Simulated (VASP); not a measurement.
# O (Fmmm) in VASP: a series of runs, part 2 of 2

VASP 6.6.1.

## 4. Single point, LDA

INCAR

```
SYSTEM = O
ALGO     = Normal         ! electronic algorithm
EDIFF    = 1E-7           ! SCF threshold, eV
ENCUT    = 520            ! plane-wave cutoff, eV
GGA      = CA             ! functional
ISIF     = 2              ! what is computed and relaxed
ISMEAR   = 0              ! smearing method
LASPH    = .TRUE.         ! aspherical terms in the spheres
LCHARG   = .TRUE.         ! write CHGCAR
LELF     = .TRUE.         ! ELF
LREAL    = .FALSE.        ! projectors in reciprocal space
LVHAR    = .TRUE.       
LWAVE    = .FALSE.        ! write WAVECAR
NBANDS   = 13             ! bands
NELM     = 80             ! most SCF steps
PREC     = Accurate       ! precision mode
SIGMA    = 0.15           ! smearing width, eV
```

KPOINTS

```
k-points
0
G
  20 20 20
  0 0 0
```

POSCAR

```
O
1.0
    0.0000000000      1.6012453253      3.6440588067
    1.5909081209      0.0000000000      3.6440588067
    1.5909081209      1.6012453253      0.0000000000
O
2
Direct
    0.0711688245      0.0711688245      0.9288311755
    0.9288311755      0.9288311755      0.0711688245
```

Command:

```console
cat potpaw_LDA.64/O/POTCAR > POTCAR
mpirun -np 1 vasp_std > vasp.out
```

Run time: 2.1 min. Hardware: 1 thread of Intel Xeon 6975P-C (Granite Rapids), shared host; peak memory 0.3 GiB.

The run converged. Its results:

| Quantity | Value |
| --- | --- |
| Free energy | -9.0073 eV |
| Pressure | 85.2 GPa |
| Largest force | 28.501 eV/Å |
| Band gap on the k mesh | zero (band 6 reaches 5.03 eV, above the bottom of band 7 at 1.70 eV) |

Forces in eV/Å, atoms in the order of the input:
```
O     0.000   0.000  28.501
O     0.000   0.000 -28.501
```

Stress tensor (GPa, compression positive):
```
  1.12   0.00   0.00
  0.00   1.01   0.00
  0.00   0.00 253.51
```

Levels at points of the mesh, in eV from the Fermi level:
```csv
k point,band 3,band 4,band 5,band 6,band 7,band 8,band 9,band 10
"(0.00, 0.00, 0.00)",-11.45,-8.79,-8.77,1.81,1.82,9.64,10.14,16.13
"(0.50, 0.00, 0.00)",-13.58,-9.17,-8.29,-2.64,2.31,11.20,14.56,16.82
"(0.50, 0.50, 0.00)",-10.02,-8.82,-8.80,1.95,1.97,7.52,9.47,17.32
"(0.50, 0.00, 0.50)",-12.43,-12.35,-7.91,-1.62,-1.17,8.80,15.07,16.75
"(0.00, 0.50, 0.50)",-12.47,-12.35,-7.90,-1.67,-1.13,8.79,15.02,16.92
```

Caveat: the standard files for N, O and F lose accuracy on very short bonds; spin is off for a triplet molecule; forces of over 1 eV/Å act on the atoms, so gaps and moduli don't describe the material at rest.

## 5. Single point, LDA

This run uses another cell than the first one, of 9.67 Å³/atom, 1.042 times its volume.

INCAR

```
PREC = Accurate
ENCUT = 520
EDIFF = 1E-7
ISMEAR = 0
SIGMA = 0.15
LREAL = F
LASPH = T
NELM = 100
ALGO = Normal
ISIF = 2
LWAVE = F
LCHARG = F
NBANDS = 13
```

KPOINTS

```
Automatic mesh
0
Gamma
  20 20 20
```

POSCAR

```
O
1.0
    0.0000000000      1.6231723000      3.6939594584
    1.6126935410      0.0000000000      3.6939594584
    1.6126935410      1.6231723000      0.0000000000
O
2
Direct
    0.1002027111      0.1002027111      0.8997972889
    0.8997972889      0.8997972889      0.1002027111
```

Command:

```console
cat potpaw_LDA.64/O/POTCAR > POTCAR
mpirun -np 1 vasp_std > vasp.out
```

Run time: 2 min. Hardware: 1 thread of Intel Xeon 6975P-C (Granite Rapids), shared host; peak memory 0.31 GiB.

The run converged. Its results:

| Property | Result |
| --- | --- |
| Free energy | -9.5662 eV |
| Pressure | -31.8 GPa |
| Largest force | 8.270 eV/Å |
| Band gap on the k mesh | zero (band 6 reaches 1.94 eV, above the bottom of band 7 at -1.30 eV) |

Forces on the atoms (eV/Å):
```
O    0.000  0.000 -8.270
O    0.000  0.000  8.270
```

Stress tensor (GPa, compression positive):
```
   2.50    0.00    0.00
   0.00    2.43    0.00
   0.00    0.00 -100.25
```

Levels at points of the mesh, in eV from the Fermi level:
| k point | band 3 | band 4 | band 5 | band 6 | band 7 | band 8 | band 9 | band 10 |
| --- | --- | --- | --- | --- | --- | --- | --- | --- |
| (0.00, 0.00, 0.00) | -7.31 | -1.09 | -1.07 | 1.62 | 1.64 | 5.31 | 12.73 | 17.09 |
| (0.50, 0.00, 0.00) | -6.63 | -5.29 | -2.23 | -0.62 | 2.19 | 4.59 | 17.39 | 18.07 |
| (0.50, 0.50, 0.00) | -4.72 | -1.29 | -1.27 | 1.92 | 1.94 | 2.66 | 13.05 | 15.48 |
| (0.50, 0.00, 0.50) | -5.42 | -4.91 | -4.29 | -1.74 | -0.97 | 5.16 | 12.83 | 18.54 |
| (0.00, 0.50, 0.50) | -5.37 | -4.96 | -4.26 | -1.79 | -0.94 | 5.13 | 12.82 | 18.54 |

Caveat: forces of over 1 eV/Å act on the atoms, so gaps and moduli don't describe the material at rest.

## 6. Single point, LDA

This run uses another cell than the first one, of 9.67 Å³/atom, 1.042 times its volume.

INCAR

```
SYSTEM = O
PREC = Accurate
ENCUT = 520
EDIFF = 1E-6
ISMEAR = 0
SIGMA = 0.15
LREAL = .FALSE.
LASPH = .TRUE.
NELM = 60
ALGO = Normal
ISIF = 2
LWAVE = .FALSE.
LCHARG = .FALSE.
NBANDS = 13
```

KPOINTS

```
Automatic mesh
0
G
  20 20 20
  0 0 0
```

POSCAR

```
O
1.0
    0.0000000000      1.6231723000      3.6939594584
    1.6126935410      0.0000000000      3.6939594584
    1.6126935410      1.6231723000      0.0000000000
O
2
Direct
    0.0614908623      0.0614908623      0.9385091377
    0.9385091377      0.9385091377      0.0614908623
```

Potentials or basis: VASP PAW LDA potentials, release 64 (O).

Command:

```console
cat potpaw_LDA.64/O/POTCAR > POTCAR
mpirun -np 1 vasp_std > vasp.out
```

Run time: 2 min. Hardware: 1 thread of Intel Xeon 6975P-C (Granite Rapids), shared host; peak memory 0.31 GiB.

Results (log left out):

```
Free energy            : -2.2804 eV
Pressure               : 206.1 GPa
Largest force          : 83.318 eV/Å
Band gap on the k mesh : zero (band 6 reaches 6.12 eV, above the bottom of band 7 at 2.86 eV)
```

Forces in eV/Å, atoms in the order of the input:
```
O     0.000   0.000  83.318
O     0.000   0.000 -83.318
```

Stress tensor (GPa, compression positive):
```
 -2.60   0.00   0.00
  0.00  -2.75   0.00
  0.00   0.00 623.69
```

Levels at points of the mesh, in eV from the Fermi level:
```tsv
k point	band 3	band 4	band 5	band 6	band 7	band 8	band 9	band 10
(0.00, 0.00, 0.00)	-13.35	-13.30	-13.28	1.82	1.84	7.19	7.97	15.84
(0.50, 0.00, 0.00)	-14.46	-12.90	-11.10	-2.65	2.31	9.13	12.62	14.96
(0.50, 0.50, 0.00)	-13.31	-13.30	-12.39	1.94	1.96	6.16	7.65	15.39
(0.50, 0.00, 0.50)	-16.32	-13.20	-9.72	-1.54	-1.14	6.81	14.51	14.63
(0.00, 0.50, 0.50)	-16.36	-13.20	-9.71	-1.59	-1.10	6.81	14.46	14.81
```

Caveat: the standard files for N, O and F lose accuracy on very short bonds; spin is off for a triplet molecule; forces of over 1 eV/Å act on the atoms, so gaps and moduli don't describe the material at rest.
